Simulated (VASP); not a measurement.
**P: relaxation of cell and atoms with r2SCAN**

Crystal: P.

```
P
1.0
     0.00000    1.94000    1.94000
     1.94000    0.00000    1.94000
     1.94000    1.94000    0.00000
P
1
Cartesian
  0.0000 0.0000 0.0000
```

This isn't the form of P at room conditions, which is orthorhombic.

* Program: VASP 6.6.1
* Task: relaxation of cell and atoms
* Functional: r2SCAN
* Potentials or basis: VASP PAW PBE potentials, release 64 (P)
* Cutoff: 550 eV
* k mesh: 19 × 19 × 19
* Occupations: gaussian, width 0.05 eV
* Spin: no spin polarisation
* Dipole correction: no
* Further INCAR settings: ALGO = Normal; EDIFF = 1e-07; IBRION = 2; EDIFFG = -0.01; NSW = 80; ISIF = 3

```
Relaxed volume                        : 14.68 Å³/atom
Relaxed cell                          : a = 2.748 Å, b = 2.748 Å, c = 2.748 Å, α = 60.00°, β = 60.00°, γ = 60.00°
Space group after relaxing (to 0.1 Å) : Fm-3m (No. 225)
Energy gained by relaxing             : 0.1 meV/atom
Ionic steps                           : 3
Pressure after relaxing               : 0.0 GPa
Band gap on the k mesh                : zero (an odd number of electrons rules out a gap without spin polarisation)
```

Step by step:
```tsv
step	energy change (eV)	largest force (eV/Å)	pressure (GPa)	volume (Å³)
1	0.0000	0.0000	0.51	14.60
2	-0.0001	0.0000	-0.13	14.70
3	-0.0001	0.0000	0.00	14.68
```

Final structure:
```xyz
1
Lattice="0.0000 1.9435 1.9435 1.9435 0.0000 1.9435 1.9435 1.9435 0.0000" Properties=species:S:1:pos:R:3 pbc="T T T"
P     0.0000    0.0000    0.0000
```

Levels at points of the mesh, in eV from the Fermi level:
| k point | band 1 | band 2 | band 3 | band 4 | band 5 | band 6 |
| --- | --- | --- | --- | --- | --- | --- |
| (0.00, 0.00, 0.00) | -17.14 | 7.16 | 7.16 | 7.16 | 12.08 | 12.08 |

Wall time 4 min on 1 thread of AMD EPYC 7R43 64-Core Processor (Zen 3), with other jobs on the host, peak memory 0.11 GiB.

Caveat: the PAW data sets were made with another functional, which shifts forces and pressure a little.
